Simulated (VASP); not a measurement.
# Hf2ZrTe6 (P1) in VASP: single point with PBE

Aim: the single point of Hf2ZrTe6 with PBE.

Program: VASP 6.6.1. These are calculated values, not measurements. Logs are shortened: lines on timing, memory, paths and dates and some standing lists are left out, and cuts for length are marked.

### 1 The cell of the first run

The typed cell holds 9 atoms: a = 3.968 Å, b = 3.969 Å, c = 21.726 Å, α = 89.79°, β = 90.31°, γ = 120.00°.

### 2 Single point, PBE

INCAR

```
PREC = Accurate
ENCUT = 520
EDIFF = 1E-6
ISMEAR = 0
SIGMA = 0.2
LREAL = F
LASPH = T
NELM = 100
ALGO = Normal
ISIF = 2
LWAVE = F
LCHARG = T
GGA = PE
LELF = T
LVHAR = T
NBANDS = 44
```

KPOINTS

```
Automatic mesh
0
Gamma
  6 6 1
```

POSCAR

```
Hf2ZrTe6
1.0
    3.9681118048     -0.0000104175     -0.0111034686
   -1.9840756026      3.4372436709      0.0074006422
   -0.0555548453      0.0113841538     21.7262971480
Zr Hf Te
1 2 6
Direct
    0.0016004771      0.0010784622      0.0000508419
    0.0043121558     -0.0008522221      0.3319403938
   -0.0058832189     -0.0002421910      0.6680112829
    0.3371141534      0.6671583558      0.0830316944
    0.3397081758      0.6652499773      0.4138382048
    0.3296174955      0.6657868111      0.7497709951
    0.6687904392      0.3330626442      0.2501697499
    0.6586647641      0.3337096781      0.5861162773
    0.6660755578      0.3350484847      0.9170705601
```

Potentials or basis: VASP PAW PBE potentials, release 64 (Zr_sv, Hf_pv, Te).

On the command line:

```
cat potpaw_PBE.64/Zr_sv/POTCAR potpaw_PBE.64/Hf_pv/POTCAR potpaw_PBE.64/Te/POTCAR > POTCAR
mpirun -np 1 vasp_std > vasp.out
```

OUTCAR:

```text
PREC = Accurate
   ENCUT = 520
   EDIFF = 1E-6
   ISMEAR = 0
   LREAL = F
   LASPH = T
   NELM = 100
   ISIF = 2
   GGA = PE

 ion  position               nearest neighbor table
   1  0.002  0.001  0.000-   9 2.92   4 2.92   9 2.92   4 2.92   4 2.92   9 2.92
   2  0.004  0.999  0.332-   7 2.90   7 2.90   7 2.90   5 2.90   5 2.90   5 2.90
   3  0.994  1.000  0.668-   6 2.90   6 2.90   6 2.90   8 2.90   8 2.90   8 2.90
   4  0.337  0.667  0.083-   1 2.92   1 2.92   1 2.92
   5  0.340  0.665  0.414-   2 2.90   2 2.90   2 2.90
   6  0.330  0.666  0.750-   3 2.90   3 2.90   3 2.90
   7  0.669  0.333  0.250-   2 2.90   2 2.90   2 2.90
   8  0.659  0.334  0.586-   3 2.90   3 2.90   3 2.90
   9  0.666  0.335  0.917-   1 2.92   1 2.92   1 2.92

  LATTYP: Found a triclinic cell.
 ALAT       =     3.9681273395
 B/A-ratio  =     1.0001572088
 C/A-ratio  =     5.4752202486
 COS(alpha) =     0.0017574810
 COS(beta)  =     0.0053551689
 COS(gamma) =     0.4999128669

  Lattice vectors:

 A1 = (  -3.9681118048,   0.0000104175,   0.0111034686)
 A2 = (  -1.9840362022,  -3.4372332534,   0.0037028264)
 A3 = (  -0.0555548453,   0.0113841538,  21.7262971480)

Analysis of symmetry for initial positions (statically):
=====================================================================
 Subroutine PRICEL returns:
 Original cell was already a primitive cell.

 Routine SETGRP: Setting up the symmetry group for a
 triclinic supercell.

 Subroutine GETGRP returns: Found  1 space group operations
 (whereof  1 operations were pure point group operations)
 out of a pool of  2 trial point group operations.

The static configuration has the point symmetry C_1 .

Analysis of symmetry for dynamics (positions and initial velocities):
=====================================================================
 Subroutine PRICEL returns:
 Original cell was already a primitive cell.

 Routine SETGRP: Setting up the symmetry group for a
 triclinic supercell.

 Subroutine GETGRP returns: Found  1 space group operations
 (whereof  1 operations were pure point group operations)
 out of a pool of  2 trial point group operations.

The dynamic configuration has the point symmetry C_1 .

 Subroutine INISYM returns: Found  1 space group operations
 (whereof  1 operations are pure point group operations),
 and found     1 'primitive' translations

----------------------------------------------------------------------------------------

                                     Primitive cell

  volume of cell :     296.3303

  direct lattice vectors                    reciprocal lattice vectors
     3.968111805 -0.000010417 -0.011103469     0.252011000  0.145466752  0.000568179
    -1.984075603  3.437243671  0.007400642     0.000000337  0.290931308 -0.000152441
    -0.055554845  0.011384154 21.726297148     0.000128793 -0.000024758  0.046027514

  length of vectors
     3.968127340  3.968785056 21.726371158     0.290981860  0.290931348  0.046027700

  position of ions in fractional coordinates (direct lattice)
     0.001600477  0.001078462  0.000050842
     0.004312156  0.999147778  0.331940394
     0.994116781  0.999757809  0.668011283
     0.337114153  0.667158356  0.083031694
     0.339708176  0.665249977  0.413838205
     0.329617496  0.665786811  0.749770995
     0.668790439  0.333062644  0.250169750
     0.658664764  0.333709678  0.586116277
     0.666075558  0.335048485  0.917070560

  ion indices of the primitive-cell ions
   primitive index   ion index
                 1           1
                 2           2
                 3           3
                 4           4
                 5           5
                 6           6
                 7           7
                 8           8
                 9           9

----------------------------------------------------------------------------------------

 KPOINTS: Automatic mesh

Automatic generation of k-mesh.
 Grid dimensions read from file:
 generate k-points for:    6    6    1

 Generating k-lattice:

  Cartesian coordinates                     Fractional coordinates (reciprocal lattice)
     0.042001833  0.024244459  0.000094696     0.166666667 -0.000000000  0.000000000
     0.000000056  0.048488551 -0.000025407     0.000000000  0.166666667  0.000000000
     0.000128793 -0.000024758  0.046027514     0.000000000 -0.000000000  1.000000000

  Length of vectors
     0.048496977  0.048488558  0.046027700

  Shift w.r.t. Gamma in fractional coordinates (k-lattice)
     0.000000000  0.000000000  0.000000000

 Subroutine IBZKPT returns following result:
 ===========================================

 Found     20 irreducible k-points:

 Following reciprocal coordinates:
            Coordinates               Weight
  0.000000  0.000000  0.000000      1.000000
  0.166667 -0.000000  0.000000      2.000000
  0.333333 -0.000000  0.000000      2.000000
  0.500000 -0.000000 -0.000000      1.000000
 -0.000000  0.166667 -0.000000      2.000000
  0.166667  0.166667 -0.000000      2.000000
[... 12 lines left out ...]
  0.333333  0.500000  0.000000      2.000000
  0.500000  0.500000  0.000000      1.000000
   k-points           NKPTS =     20   k-points in BZ     NKDIM =     20   number of bands    NBANDS=     44
   number of dos      NEDOS =    301   number of ions     NIONS =      9
   total plane-waves  NPLWV = 145800
   dimension x,y,z NGX =    30 NGY =   30 NGZ =  162
   dimension x,y,z NGXF=    60 NGYF=   60 NGZF=  324
   ions per type =               1   2   6
   NGX,Y,Z   is equivalent  to a cutoff of  12.57, 12.57, 12.40 a.u.
   NGXF,Y,Z  is equivalent  to a cutoff of  25.14, 25.13, 24.79 a.u.
 SYSTEM =  unknown system
   PREC   = accura    normal or accurate (medium, high low for compatibility)
   ISTART =      0    job   : 0-new  1-cont  2-samecut
   ICHARG =      2    charge: 1-file 2-atom 10-const
   ISPIN  =      1    spin polarized calculation?
   LNONCOLLINEAR =      F non collinear calculations
   LSORBIT =      F    spin-orbit coupling
   LASPH  =      T    aspherical Exc in radial PAW
   ENCUT  =  520.0 eV  38.22 Ry    6.18 a.u.   7.38  7.38 40.40*2*pi/ulx,y,z
   NELM   =    100;   NELMIN=  2; NELMDL= -5     # of ELM steps
   EDIFF  = 0.1E-05   stopping-criterion for ELM
   LREAL  =      F    real-space projection
   EDIFFG = 0.1E-04   stopping-criterion for IOM
   NSW    =      0    number of steps for IOM
   IBRION =     -1    ionic relax: 0-MD 1-quasi-New 2-CG
   NFREE  =      0    steps in history (QN), initial steepest desc. (CG)
   ISIF   =      2    stress and relaxation
   ISYM   =      2    0-nonsym 1-usesym 2-fastsym
   POTIM  = 0.5000    time-step for ionic-motion
   TEBEG  =    0.0;   TEEND  =   0.0 temperature during run
   PSTRESS=    0.0 pullay stress
   NELECT =      68.0000    total number of electrons
   NUPDOWN=      -1.0000    fix difference up-down
   EMIN   =  10.00;   EMAX   =-10.00  energy-range for DOS
   EFERMI =   0.00;   METHOD = LEGACY
   ISMEAR =     0;   SIGMA  =   0.20  broadening in eV -4-tet -1-fermi 0-gaus
   EFERMI_NEDOS =   21; number of points for ismear=-14 and -15
   IALGO  =     38    algorithm
   IMIX   =      4    mixing-type and parameters
     AMIX     =   0.40;   BMIX     =  1.00
     AMIX_MAG =   1.60;   BMIX_MAG =  1.00
  volume/ion in A,a.u.               =      32.93       222.19
  Fermi-wavevector in a.u.,A,eV,Ry     =   1.002272  1.894020 13.667733  1.004550
  Thomas-Fermi vector in A             =   2.134749
   LORBIT       =      0    0 simple, 1 ext, 2 COOP (PROOUT), +10 PAW based schemes
   GGA     = PE    functional components
   LHFCALC =     F    Hartree Fock is set to
   AEXX    =    0.0000 exact exchange contribution
   IVDW    =     0    specifies the selected vdW correction
   LEPSILON=     F    determine dielectric tensor
   LRPA    =     F    only Hartree local field effects (RPA)
 non-spin polarized calculation
 Gauss-broadening in eV      SIGMA  =   0.20
  energy-cutoff  :      520.00
  volume of cell :      296.33
 maximum number of plane-waves:      8025
 NGX is ok and might be reduce to    30
   NGX = 15   NGY = 15   NGZ = 81

 number of electron      68.0000003 magnetization

 Free energy of the ion-electron system (eV)
  ---------------------------------------------------
  ext. energy  EPLUGINS =         0.00000000
  ---------------------------------------------------
  free energy    TOTEN  =       -54.84309321 eV

  energy without entropy =      -54.79169349  energy(sigma->0) =      -54.81739335

 E-fermi :   4.8678     XC(G=0):  -9.0660

 val. band max:        4.8317930680   @ k =   0.5000  -0.0000  -0.0000
 cond. band min:       4.8717135503   @ k =   0.5000  -0.0000  -0.0000
 fundamental gap:      0.0399204823
 Fermi energy:         4.8677962844

 k-point     1 :       0.0000    0.0000    0.0000
  band No.  band energies     occupation
      1     -44.7043      2.00000
      2     -26.7137      2.00000
      3     -26.7135      2.00000
      4     -26.7133      2.00000
      5     -26.7132      2.00000
      6     -26.7118      2.00000
[... 36 lines left out ...]
     43       6.1138      0.00000
     44       8.6747      0.00000

 k-point     2 :       0.1667   -0.0000    0.0000
  band No.  band energies     occupation
      1     -44.7028      2.00000
      2     -26.7300      2.00000
      3     -26.7299      2.00000
      4     -26.7172      2.00000
      5     -26.7171      2.00000
      6     -26.7082      2.00000
[... 36 lines left out ...]
     43       6.9666      0.00000
     44       7.9245      0.00000

 k-point     3 :       0.3333   -0.0000    0.0000
  band No.  band energies     occupation
      1     -44.6997      2.00000
      2     -26.7626      2.00000
      3     -26.7625      2.00000
      4     -26.7248      2.00000
      5     -26.7247      2.00000
      6     -26.7010      2.00000
[... 788 lines left out ...]
     43       7.3448      0.00000
     44       7.9831      0.00000

 k-point    20 :       0.5000    0.5000    0.0000
  band No.  band energies     occupation
      1     -44.6981      2.00000
      2     -26.7785      2.00000
      3     -26.7784      2.00000
      4     -26.7289      2.00000
      5     -26.7287      2.00000
      6     -26.6974      2.00000
[... 36 lines left out ...]
     43       7.3722      0.00000
     44       8.2178      0.00000

------------------------ aborting loop because EDIFF is reached ----------------------------------------

  FORCE on cell =-STRESS in cart. coord.  units (eV):
  Direction    XX          YY          ZZ          XY          YZ          ZX
  --------------------------------------------------------------------------------------
  -------------------------------------------------------------------------------------
  Total       -0.1748502     -0.1986684     -0.1802940     -0.0009633     -0.0038960      0.0144377
  in kB       -0.9453676     -1.0741463     -0.9748008     -0.0052083     -0.0210643      0.0780609
  external PRESSURE =      -0.9981049 kB  Pullay stress =       0.0000000 kB

 VOLUME and BASIS-vectors are now :
 -----------------------------------------------------------------------------
  energy-cutoff  :      520.00
  volume of cell :      296.33
      direct lattice vectors                 reciprocal lattice vectors
     3.968111805 -0.000010417 -0.011103469     0.252011000  0.145466752  0.000568179
    -1.984075603  3.437243671  0.007400642     0.000000337  0.290931308 -0.000152441
    -0.055554845  0.011384154 21.726297148     0.000128793 -0.000024758  0.046027514

 POSITION                                       TOTAL-FORCE (eV/Angst)
 -----------------------------------------------------------------------------------
      0.00421      0.00371      0.00109        -0.000386      0.000169      0.000198
     -1.98371      3.43809      7.21918        -0.001271      0.000172      0.002055
      1.92406      3.44401     14.50977         0.000894     -0.000020     -0.003158
      0.00940      2.29413      1.80517        -0.001670      0.000236      0.012305
      0.00510      2.29133      8.99232        -0.001904      0.000284     -0.030365
     -0.05467      2.29700     16.29101        -0.001289      0.001217     -0.024411
      1.97912      1.14766      5.43030         0.001164     -0.000009      0.026568
      1.91899      1.15371     12.72929         0.003024     -0.001079      0.029577
      1.92735      1.16208     19.91963         0.001437     -0.000970     -0.012770
 -----------------------------------------------------------------------------------
    total drift:                               -0.000027      0.000007      0.000027

  FREE ENERGIE OF THE ION-ELECTRON SYSTEM (eV)
  ---------------------------------------------------
  free  energy   TOTEN  =       -54.8430932080 eV

  energy  without entropy=      -54.7916934928  energy(sigma->0) =      -54.81739335
```

Wall time 8.7 min (1 thread of Intel Xeon Platinum 8488C (Sapphire Rapids), shared host); peak memory 0.51 GiB.

Results:

```yaml
Free_energy: -54.8431 eV
Pressure: -0.1 GPa
Largest_force: 0.030 eV/Å
Band_gap_on_the_k_mesh: zero (bands 34 and 35 overlap by 0.54 eV)
```

Forces in eV/Å, atoms in the order of the input:
```
Zr   0.000  0.000  0.000
Hf  -0.001  0.000  0.002
Hf   0.001  0.000 -0.003
Te  -0.002  0.000  0.012
Te  -0.002  0.000 -0.030
Te  -0.001  0.001 -0.024
Te   0.001  0.000  0.027
Te   0.003 -0.001  0.030
Te   0.001 -0.001 -0.013
```

Levels at points of the mesh, in eV from the Fermi level:
```
           k point  band 30  band 31  band 32  band 33  band 34  band 35  band 36  band 37  band 38  band 39
(0.00, 0.00, 0.00)     0.33     0.36     0.36     0.50     0.51     0.76     0.78     0.79     0.95     0.95
(0.50, 0.00, 0.00)    -1.60    -1.44    -1.10    -1.00    -0.78    -0.04     0.00     0.12     2.10     2.45
(0.00, 0.50, 0.00)    -1.60    -1.44    -1.10    -0.99    -0.77    -0.04     0.00     0.11     2.10     2.45
(0.50, 0.50, 0.00)    -1.62    -1.45    -1.10    -1.00    -0.78    -0.04     0.00     0.11     2.10     2.45
```

Caveat: spin-orbit coupling is left out, which moves the levels of the heavy elements.
